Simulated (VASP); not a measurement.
# GaN (P6_3mc) in VASP: notebook

Runs on GaN. Level: r2SCAN. Tasks: relaxation of cell and atoms.

Program: VASP 6.6.1. These are calculated values, not measurements. Logs are shortened: lines on timing, memory, paths and dates and some standing lists are left out, and cuts for length are marked.

## (1) The cell of the first run

It takes space group P6_3mc (No. 186, hexagonal). The conventional cell has a = 3.183 Å, b = 3.183 Å, c = 5.184 Å, α = 90.00°, β = 90.00°, γ = 120.00°. Ga (site symmetry 3m) has 4 N at 1.95 Å within 2.6 Å. N (site symmetry 3m) has 4 Ga at 1.95 Å within 2.6 Å.

## (2) Relaxation of cell and atoms, r2SCAN, target pressure 1 GPa, at which the enthalpy is minimised

POSCAR reads:

```
GaN
1.0
    3.1831029069      0.0000000000      0.0000000000
   -1.5915514534      2.7566479802      0.0000000000
    0.0000000000      0.0000000000      5.1835997698
Ga N
2 2
Direct
    0.3333333333      0.6666666667     -0.0008900733
    0.6666666667      0.3333333333      0.4991099267
    0.3333333333      0.6666666667      0.3758900733
    0.6666666667      0.3333333333      0.8758900733
```

INCAR.step1 reads:

```
  PREC = Accurate
  ENCUT = 600
  ISMEAR = 0
  SIGMA = 0.01
  LREAL = False
  LASPH = True
  NELM = 60
  GGA = PE
  ALGO = Normal
  EDIFF = 1E-4
  LWAVE = True
  LCHARG = False
```

INCAR.step2 reads:

```
  PREC = Accurate
  ENCUT = 600
  EDIFF = 1E-6
  ISMEAR = 0
  SIGMA = 0.01
  LREAL = False
  LASPH = True
  NELM = 60
  ALGO = Normal
  ISIF = 3
  LWAVE = False
  LCHARG = False
  METAGGA = R2SCAN
  LMIXTAU = True
  IBRION = 2
  NSW = 100
  EDIFFG = -0.002
  PSTRESS = 10.0
  ISTART = 1
```

KPOINTS reads:

```
Automatic mesh
0
Gamma
  8 8 4
```

Potentials or basis: VASP PAW PBE potentials, release 64 (Ga_d, N).

The run is started by

```sh
$ cat potpaw_PBE.64/Ga_d/POTCAR potpaw_PBE.64/N/POTCAR > POTCAR
$ cp INCAR.step1 INCAR
$ mpirun -np 1 vasp_std > vasp.out
$ cp INCAR.step2 INCAR
$ mpirun -np 1 vasp_std > vasp.out
```

OUTCAR:

```text
PREC = Accurate
   ENCUT = 600
   EDIFF = 1E-6
   ISMEAR = 0
   LREAL = False
   LASPH = True
   NELM = 60
   ISIF = 3
   METAGGA = R2SCAN
   IBRION = 2
   NSW = 100
   EDIFFG = -0.002
   PSTRESS = 10.0
   ISTART = 1

 ion  position               nearest neighbor table
   1  0.333  0.667  0.999-   4 1.95   4 1.95   4 1.95   3 1.95
   2  0.667  0.333  0.499-   3 1.95   3 1.95   3 1.95   4 1.95
   3  0.333  0.667  0.376-   2 1.95   2 1.95   2 1.95   1 1.95
   4  0.667  0.333  0.876-   1 1.95   1 1.95   1 1.95   2 1.95

  LATTYP: Found a hexagonal cell.
 ALAT       =     3.1831029069
 C/A-ratio  =     1.6284738261

  Lattice vectors:

 A1 = (   3.1831029069,   0.0000000000,   0.0000000000)
 A2 = (  -1.5915514534,   2.7566479802,   0.0000000000)
 A3 = (   0.0000000000,   0.0000000000,   5.1835997698)

Analysis of symmetry for initial positions (statically):
=====================================================================
 Subroutine PRICEL returns:
 Original cell was already a primitive cell.

 Routine SETGRP: Setting up the symmetry group for a
 hexagonal supercell.

 Subroutine GETGRP returns: Found 12 space group operations
 (whereof  6 operations were pure point group operations)
 out of a pool of 24 trial point group operations.

The static configuration has the point symmetry C_3v.
 The point group associated with its full space group is C_6v.

Analysis of symmetry for dynamics (positions and initial velocities):
=====================================================================
 Subroutine PRICEL returns:
 Original cell was already a primitive cell.

 Routine SETGRP: Setting up the symmetry group for a
 hexagonal supercell.

 Subroutine GETGRP returns: Found 12 space group operations
 (whereof  6 operations were pure point group operations)
 out of a pool of 24 trial point group operations.

The dynamic configuration has the point symmetry C_3v.
 The point group associated with its full space group is C_6v.

 Subroutine INISYM returns: Found 12 space group operations
 (whereof  6 operations are pure point group operations),
 and found     1 'primitive' translations

----------------------------------------------------------------------------------------

                                     Primitive cell

  volume of cell :      45.4845

  direct lattice vectors                    reciprocal lattice vectors
     3.183102907  0.000000000  0.000000000     0.314158866  0.181379706  0.000000000
    -1.591551453  2.756647980  0.000000000     0.000000000  0.362759412  0.000000000
[... 98 lines left out ...]
   TEBEG  =    0.0;   TEEND  =   0.0 temperature during run
   PSTRESS=   10.0 pullay stress
   NELECT =      36.0000    total number of electrons
   NUPDOWN=      -1.0000    fix difference up-down
   EMIN   =  10.00;   EMAX   =-10.00  energy-range for DOS
   EFERMI =   0.00;   METHOD = LEGACY
   ISMEAR =     0;   SIGMA  =   0.01  broadening in eV -4-tet -1-fermi 0-gaus
   EFERMI_NEDOS =   21; number of points for ismear=-14 and -15
   IALGO  =     38    algorithm
   IMIX   =      4    mixing-type and parameters
     AMIX     =   0.40;   BMIX     =  1.00
     AMIX_MAG =   1.60;   BMIX_MAG =  1.00
  volume/ion in A,a.u.               =      11.37        76.74
  Fermi-wavevector in a.u.,A,eV,Ry     =   1.514332  2.861673 31.200911  2.293202
  Thomas-Fermi vector in A             =   2.624004
   LORBIT       =      0    0 simple, 1 ext, 2 COOP (PROOUT), +10 PAW based schemes
   METAGGA = R2SCAN    functional components
   LHFCALC =     F    Hartree Fock is set to
   AEXX    =    0.0000 exact exchange contribution
   IVDW    =     0    specifies the selected vdW correction
   LEPSILON=     F    determine dielectric tensor
   LRPA    =     F    only Hartree local field effects (RPA)
 conjugate gradient relaxation of ions
 non-spin polarized calculation
 Gauss-broadening in eV      SIGMA  =   0.01
  energy-cutoff  :      600.00
  volume of cell :       45.48
 maximum number of plane-waves:      1538
 NGX is ok and might be reduce to    28
   NGX = 13   NGY = 13   NGZ = 21

--------------------------------------- Ionic step        1  -------------------------------------------

 number of electron      35.9999996 magnetization

 Free energy of the ion-electron system (eV)
  ---------------------------------------------------
  ext. energy  EPLUGINS =         0.00000000
  ---------------------------------------------------
  free energy    TOTEN  =       -43.82212440 eV

  energy without entropy =      -43.82212440  energy(sigma->0) =      -43.82212440

------------------------ aborting loop because EDIFF is reached ----------------------------------------

  FORCE on cell =-STRESS in cart. coord.  units (eV):
  Direction    XX          YY          ZZ          XY          YZ          ZX
  --------------------------------------------------------------------------------------
  -------------------------------------------------------------------------------------
  Total        0.3035384      0.3035384      0.3255437      0.0000000      0.0000000     -0.0000000
  in kB       10.6920431     10.6920431     11.4671745      0.0000000      0.0000000     -0.0000000
  external PRESSURE =       0.9504202 kB  Pullay stress =      10.0000000 kB
[... 187 lines left out ...]
--------------------------------------- Ionic step        6  -------------------------------------------

 number of electron      35.9999996 magnetization

 Free energy of the ion-electron system (eV)
  ---------------------------------------------------
  ext. energy  EPLUGINS =         0.00000000
  ---------------------------------------------------
  free energy    TOTEN  =       -43.82233636 eV

  energy without entropy =      -43.82233636  energy(sigma->0) =      -43.82233636

 E-fermi :   5.2107     XC(G=0): -12.6591

 val. band max:        5.0937923973   @ k =   0.0000   0.0000   0.0000
 cond. band min:       7.4319752824   @ k =   0.0000   0.0000   0.0000
 fundamental gap:      2.3381828851
 Fermi energy:         5.2106767001

 k-point     1 :       0.0000    0.0000    0.0000
  band No.  band energies     occupation
      1     -11.7128      2.00000
      2     -10.7093      2.00000
      3      -8.7360      2.00000
      4      -8.7210      2.00000
      5      -8.7210      2.00000
      6      -8.6528      2.00000
[... 589 lines left out ...]
     21      13.5682      0.00000
     22      13.5682      0.00000

 [... further k-points ...]

------------------------ aborting loop because EDIFF is reached ----------------------------------------

  FORCE on cell =-STRESS in cart. coord.  units (eV):
  Direction    XX          YY          ZZ          XY          YZ          ZX
  --------------------------------------------------------------------------------------
  -------------------------------------------------------------------------------------
  Total        0.2859341      0.2859341      0.2889488      0.0000000     -0.0000000      0.0000000
  in kB       10.0645506     10.0645506     10.1706658      0.0000000     -0.0000000      0.0000000
  external PRESSURE =       0.0999223 kB  Pullay stress =      10.0000000 kB
[... 23 lines left out ...]
  energy  without entropy=      -43.8223363614  energy(sigma->0) =      -43.82233636

  enthalpy is  TOTEN    =       -43.5382361826 eV   P V=        0.2841001788

 reached required accuracy - stopping structural energy minimisation
```

OUTCAR.step1:

```text
PREC = Accurate
   ENCUT = 600
   ISMEAR = 0
   LREAL = False
   LASPH = True
[... 831 lines left out ...]
     -0.00000      1.83777      5.17899        -0.000000      0.000000      0.005506
      1.59155      0.91888      2.58719         0.000000      0.000000      0.005506
     -0.00000      1.83777      1.94846         0.000000     -0.000000     -0.005506
      1.59155      0.91888      4.54026        -0.000000      0.000000     -0.005506
 -----------------------------------------------------------------------------------
    total drift:                               -0.000000     -0.000000      0.000656

  FREE ENERGIE OF THE ION-ELECTRON SYSTEM (eV)
  ---------------------------------------------------
  free  energy   TOTEN  =       -24.2996505788 eV

  energy  without entropy=      -24.2996505788  energy(sigma->0) =      -24.29965058
```

OSZICAR.step1:

```text
N       E                     dE             d eps       ncg     rms          rms(c)
DAV:   1     0.294725370416E+03    0.29473E+03   -0.20122E+04  1382   0.333E+03
DAV:   2     0.968149355775E+01   -0.28504E+03   -0.27614E+03  1442   0.562E+02
DAV:   3    -0.268695697118E+02   -0.36551E+02   -0.36221E+02  1568   0.164E+02
DAV:   4    -0.283066692428E+02   -0.14371E+01   -0.14337E+01  1816   0.350E+01
DAV:   5    -0.283324960408E+02   -0.25827E-01   -0.25814E-01  1536   0.412E+00    0.109E+01
DAV:   6    -0.241846102221E+02    0.41479E+01   -0.15244E+01  2380   0.588E+01    0.305E+00
DAV:   7    -0.243196659710E+02   -0.13506E+00   -0.18641E+00  1410   0.122E+01    0.270E+00
DAV:   8    -0.243225345143E+02   -0.28685E-02   -0.29387E-01  2056   0.911E+00    0.879E-01
DAV:   9    -0.242986524927E+02    0.23882E-01   -0.12081E-01  2358   0.611E+00    0.329E-01
DAV:  10    -0.242996879679E+02   -0.10355E-02   -0.67891E-03  1560   0.912E-01    0.131E-01
DAV:  11    -0.242996339882E+02    0.53980E-04   -0.14358E-03  1892   0.755E-01    0.211E-02
DAV:  12    -0.242996505788E+02   -0.16591E-04   -0.16437E-04  1188   0.114E-01
   1 F= -.24299651E+02 E0= -.24299651E+02  d E =-.847827E-57
```

Run time: 3.4 min. Hardware: 1 thread of Intel Xeon 6975P-C (Granite Rapids), shared host; peak memory 0.21 GiB.

Results:

- Free energy: -43.8223 eV
- Relaxed volume: 11.38 Å³/atom
- Relaxed cell: a = 3.184 Å, b = 3.184 Å, c = 5.186 Å, α = 90.00°, β = 90.00°, γ = 120.00°
- Space group after relaxing (to 0.05 Å): P6_3mc (No. 186)
- Energy change on relaxing (the enthalpy is what falls): -0.1 meV/atom
- Ionic steps: 6
- Pressure after relaxing: 1.0 GPa
- Band gap on the k mesh: 2.34 eV, direct

Step by step:
```tsv
step	energy change (eV)	largest force (eV/Å)	pressure (GPa)	volume (Å³)
1	0.0000	0.0001	1.10	45.48
2	-0.0003	0.0023	0.91	45.53
3	-0.0001	0.0011	1.17	45.50
4	-0.0002	0.0018	0.97	45.52
5	-0.0002	0.0020	1.05	45.52
6	-0.0002	0.0018	1.01	45.52
```

Final structure:
```
Ga N
1.0
     3.18367    0.00000    0.00000
    -1.59183    2.75714    0.00000
     0.00000    0.00000    5.18556
Ga N
2 2
Cartesian
  0.0000 1.8381 5.1809
  1.5918 0.9190 2.5882
  0.0000 1.8381 1.9492
  1.5918 0.9190 4.5420
```

Caveat: the cell is relaxed towards a set pressure, so the enthalpy falls and the energy may rise; the PAW data sets were made with another functional, which shifts forces and pressure a little. r2SCAN opens gaps a little over a GGA but as a rule still falls short of measured ones.

## (3) Relaxation of cell and atoms, r2SCAN, target pressure 2 GPa, at which the enthalpy is minimised

POSCAR is that of step 2.

INCAR.step1 reads:

```
SYSTEM = GaN
PREC = Accurate ; ENCUT = 600
ISMEAR = 0 ; SIGMA = 0.01
LREAL = .False. ; LASPH = .True.
NELM = 60 ; GGA = PE
ALGO = Normal ; EDIFF = 1E-4
LWAVE = .True. ; LCHARG = .False.
```

INCAR.step2 reads:

```
SYSTEM = GaN
PREC = Accurate ; ENCUT = 600
EDIFF = 1E-6 ; ISMEAR = 0
SIGMA = 0.01 ; LREAL = .False.
LASPH = .True. ; NELM = 60
ALGO = Normal ; ISIF = 3
LWAVE = .False. ; LCHARG = .False.
METAGGA = R2SCAN ; LMIXTAU = .True.
IBRION = 2 ; NSW = 100
EDIFFG = -0.002 ; PSTRESS = 20.0
ISTART = 1
```

KPOINTS reads:

```
Automatic mesh
0
Gamma
  8 8 4
  0 0 0
```

Potentials or basis: VASP PAW PBE potentials, release 64 (Ga_d, N).

The run is started by

```sh
$ cat potpaw_PBE.64/Ga_d/POTCAR potpaw_PBE.64/N/POTCAR > POTCAR
$ cp INCAR.step1 INCAR
$ mpirun -np 1 vasp_std > vasp.out
$ cp INCAR.step2 INCAR
$ mpirun -np 1 vasp_std > vasp.out
```

Wall time 8.5 min (1 thread of Intel Xeon 6975P-C (Granite Rapids), shared host); peak memory 0.21 GiB.

It converged, with:

```
Free energy                                            : -43.8202 eV
Relaxed volume                                         : 11.32 Å³/atom
Relaxed cell                                           : a = 3.178 Å, b = 3.178 Å, c = 5.177 Å, α = 90.00°, β = 90.00°, γ = 120.00°
Space group after relaxing (to 0.05 Å)                 : P6_3mc (No. 186)
Energy change on relaxing (the enthalpy is what falls) : +0.5 meV/atom
Ionic steps                                            : 20
Pressure after relaxing                                : 2.0 GPa
Band gap on the k mesh                                 : 2.37 eV, direct
```

The path:
| step | energy change (eV) | largest force (eV/Å) | pressure (GPa) | volume (Å³) |
| --- | --- | --- | --- | --- |
| 1 | 0.0000 | 0.0001 | 1.10 | 45.48 |
| 2 | 0.0053 | 0.0063 | 3.08 | 45.06 |
| 3 | 0.0020 | 0.0031 | 2.05 | 45.27 |
| 4 | 0.0019 | 0.0030 | 1.91 | 45.29 |
| 5 | 0.0020 | 0.0031 | 2.16 | 45.28 |
| 6 | 0.0012 | 0.0005 | 1.69 | 45.34 |
| 7 | 0.0018 | 0.0027 | 1.99 | 45.29 |
| 8 | 0.0018 | 0.0029 | 1.98 | 45.29 |
| 9 | 0.0019 | 0.0044 | 2.13 | 45.28 |
| 10 | 0.0018 | 0.0023 | 1.96 | 45.29 |
| 11 | 0.0019 | 0.0038 | 1.96 | 45.29 |
| 12 | 0.0019 | 0.0029 | 2.01 | 45.29 |
| 13 | 0.0019 | 0.0025 | 2.00 | 45.29 |
| 14 | 0.0019 | 0.0021 | 2.00 | 45.29 |
| 15 | 0.0019 | 0.0022 | 1.99 | 45.29 |
| 16 | 0.0019 | 0.0003 | 2.00 | 45.29 |
| 17 | 0.0019 | 0.0030 | 2.00 | 45.29 |
| 18 | 0.0019 | 0.0005 | 1.99 | 45.29 |
| 19 | 0.0019 | 0.0007 | 2.00 | 45.29 |
| 20 | 0.0019 | 0.0007 | 2.00 | 45.29 |

Final structure:
```
CELL_PARAMETERS angstrom
3.17822 0.00000 0.00000
-1.58911 2.75242 0.00000
0.00000 0.00000 5.17690
ATOMIC_POSITIONS crystal
Ga 0.33333 0.66667 0.99914
Ga 0.66667 0.33333 0.49914
N 0.33333 0.66667 0.37586
N 0.66667 0.33333 0.87586
```

Levels at points of the mesh, in eV from the valence-band top:
```csv
k point,band 14,band 15,band 16,band 17,band 18,band 19,band 20,band 21,band 22
"(0.00, 0.00, 0.00)",-1.07,-1.07,-0.04,0.00,0.00,2.37,4.85,9.98,10.62
"(0.50, 0.00, 0.00)",-5.41,-4.32,-2.85,-2.25,-1.04,5.60,6.15,6.56,9.39
"(0.00, 0.00, 0.50)",-3.94,-0.55,-0.55,-0.55,-0.55,4.80,4.80,9.20,9.20
"(0.50, 0.00, 0.50)",-6.75,-2.02,-2.02,-1.96,-1.96,4.91,4.91,8.45,8.45
```

Caveat: the cell is relaxed towards a set pressure, so the enthalpy falls and the energy may rise; the PAW data sets were made with another functional, which shifts forces and pressure a little.

## (4) Relaxation of cell and atoms, r2SCAN, target pressure 4 GPa, at which the enthalpy is minimised

POSCAR is that of step 3.

INCAR.step1 reads:

```
PREC = Accurate
ENCUT = 600
ISMEAR = 0
SIGMA = 0.01
LREAL = False
LASPH = True
NELM = 80
GGA = PE
ALGO = Normal
EDIFF = 1E-4
LWAVE = True
LCHARG = False
```

INCAR.step2 reads:

```
PREC = Accurate
ENCUT = 600
EDIFF = 1E-7
ISMEAR = 0
SIGMA = 0.01
LREAL = False
LASPH = True
NELM = 80
ALGO = Normal
ISIF = 3
LWAVE = False
LCHARG = False
METAGGA = R2SCAN
LMIXTAU = True
IBRION = 2
NSW = 100
EDIFFG = -0.002
PSTRESS = 40.0
ISTART = 1
```

KPOINTS reads:

```
Automatic mesh
0
Gamma
  8 8 4
```

The run is started by

```sh
$ cat potpaw_PBE.64/Ga_d/POTCAR potpaw_PBE.64/N/POTCAR > POTCAR
$ cp INCAR.step1 INCAR
$ mpirun -np 1 vasp_std > vasp.out
$ cp INCAR.step2 INCAR
$ mpirun -np 1 vasp_std > vasp.out
```

Run time: 6.3 min. Hardware: 1 thread of Intel Xeon 6975P-C (Granite Rapids), shared host; peak memory 0.21 GiB.

It converged, with:

| Property | Result |
| --- | --- |
| Free energy | -43.8121 eV |
| Relaxed volume | 11.21 Å³/atom |
| Relaxed cell | a = 3.168 Å, b = 3.168 Å, c = 5.161 Å, α = 90.00°, β = 90.00°, γ = 120.00° |
| Space group after relaxing (to 0.05 Å) | P6_3mc (No. 186) |
| Energy change on relaxing (the enthalpy is what falls) | +2.5 meV/atom |
| Ionic steps | 8 |
| Pressure after relaxing | 4.0 GPa |
| Band gap on the k mesh | 2.44 eV, direct |

The path:
| step | energy change (eV) | largest force (eV/Å) | pressure (GPa) | volume (Å³) |
| --- | --- | --- | --- | --- |
| 1 | 0.0000 | 0.0001 | 1.12 | 45.48 |
| 2 | 0.0348 | 0.0134 | 7.49 | 44.15 |
| 3 | 0.0101 | 0.0066 | 4.04 | 44.85 |
| 4 | 0.0098 | 0.0065 | 3.98 | 44.86 |
| 5 | 0.0098 | 0.0002 | 3.98 | 44.86 |
| 6 | 0.0098 | 0.0008 | 3.98 | 44.86 |
| 7 | 0.0100 | 0.0005 | 4.03 | 44.85 |
| 8 | 0.0100 | 0.0006 | 4.02 | 44.85 |

Final structure:
```
Ga N
1.0
     3.16780    0.00000    0.00000
    -1.58390    2.74339    0.00000
     0.00000    0.00000    5.16067
Ga N
2 2
Direct
  0.33333 0.66667 0.99918
  0.66667 0.33333 0.49918
  0.33333 0.66667 0.37582
  0.66667 0.33333 0.87582
```

Levels at points of the mesh, in eV from the valence-band top:
```
           k point  band 16  band 17  band 18  band 19  band 20  band 21
(0.00, 0.00, 0.00)    -0.04     0.00     0.00     2.44     4.91    10.04
(0.50, 0.00, 0.00)    -2.89    -2.28    -1.05     5.63     6.20     6.59
(0.00, 0.00, 0.50)    -0.56    -0.56    -0.56     4.86     4.86     9.26
(0.50, 0.00, 0.50)    -2.04    -1.99    -1.99     4.94     4.94     8.51
```

Caveat: the cell is relaxed towards a set pressure, so the enthalpy falls and the energy may rise; the PAW data sets were made with another functional, which shifts forces and pressure a little.

## (5) The runs side by side

| cell | gap on the mesh (eV) | pressure (GPa) |
| --- | --- | --- |
| relaxed to 1 GPa | 2.34 | 1.0 |
| relaxed to 2 GPa | 2.37 | 2.0 |
| relaxed to 4 GPa | 2.44 | 4.0 |

Alike in all rows: task relaxation of cell and atoms; level r2SCAN; potentials or basis VASP PAW PBE potentials, release 64 (Ga_d, N); no spin polarisation; k mesh 8 × 8 × 4; cutoff (eV) 600; smearing gaussian 0.01 eV.

Caveats: the cell is relaxed towards a set pressure, so the enthalpy falls and the energy may rise; the PAW data sets were made with another functional, which shifts forces and pressure a little.

Total energies depend on the potentials used, so only differences within one code and one set of settings carry meaning.
